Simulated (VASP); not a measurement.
Input of a VASP 6.6.1 run:

File POSCAR:

```
Zn
1.0
    0.0000000000      1.9192176111      1.9192176111
    1.9192176111      0.0000000000      1.9192176111
    1.9192176111      1.9192176111      0.0000000000
Zn
1
Direct
    0.0000000000      0.0000000000      0.0000000000
```

The input INCAR.step1:

```
SYSTEM = Zn
PREC = Accurate
ENCUT = 520
ISMEAR = 0
SIGMA = 0.1
LREAL = .FALSE.
LASPH = .TRUE.
NELM = 100
NBANDS = 12
GGA = PE
ALGO = Normal
EDIFF = 1E-4
LWAVE = .TRUE.
LCHARG = .FALSE.
```

INCAR.step2

```
SYSTEM = Zn
PREC = Accurate
ENCUT = 520
EDIFF = 1E-7
ISMEAR = 0
SIGMA = 0.1
LREAL = .FALSE.
LASPH = .TRUE.
NELM = 100
ALGO = Normal
ISIF = 2
LWAVE = .FALSE.
LCHARG = .FALSE.
METAGGA = R2SCAN
LMIXTAU = .TRUE.
NBANDS = 12
ISTART = 1
```

File KPOINTS:

```
Automatic mesh
0
G
  18 18 18
  0 0 0
```

Potentials or basis: VASP PAW PBE potentials, release 64 (Zn).

Run with:

```bash
$ cat potpaw_PBE.64/Zn/POTCAR > POTCAR
$ cp INCAR.step1 INCAR
$ mpirun -np 1 vasp_std > vasp.out
$ cp INCAR.step2 INCAR
$ mpirun -np 1 vasp_std > vasp.out
```

Q: Predict the band gap on the k mesh.

A: Zero (band 6 reaches 5.25 eV, above the bottom of band 7 at 2.24 eV).

Q: What does it give for the pressure?

A: 1.4 GPa.

Caveat: the PAW data sets were made with another functional, which shifts forces and pressure a little.
